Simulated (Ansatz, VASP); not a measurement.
**One calculation of InSb, two programs**

```xyz
2
Lattice="0.0000 3.2255 3.2255 3.2255 0.0000 3.2255 3.2255 3.2255 0.0000" Properties=species:S:1:pos:R:3 pbc="T T T"
In    0.0000    0.0000    0.0000
Sb    1.6127    1.6127    1.6127
```

Alike in both runs: functional LDA; k mesh 8 × 8 × 8; occupations gaussian, width 0.1 eV; no spin polarisation.

Ansatz relaxed the structure, and its values are those at the end. VASP's run is a single point on that final structure, the one shown.

|  | VASP | Ansatz |
| --- | --- | --- |
| version | VASP 6.6.1 | Ansatz 0.2.0 |
| potentials or method | VASP PAW LDA potentials, release 64 (In_d, Sb), cutoff 520 eV | plane-wave PAW, scalar-relativistic |
| valence electrons in the cell | 18 | 28 |

Ansatz gave:

| Quantity | Value |
| --- | --- |
| pressure (GPa) | 0.0 |

Problem. What did VASP give for the same quantities?

Solution. Pressure (GPa): 0.1.

Ansatz warns that its potentials were made for another functional, while VASP's fit it. LDA's correlation is that of Perdew and Zunger in VASP and of Perdew and Wang (1992) in Ansatz. VASP's potentials hold 18 valence electrons a cell and Ansatz's 28, so a difference there can come from the potentials and not from the codes.

Spin-orbit coupling is off throughout.
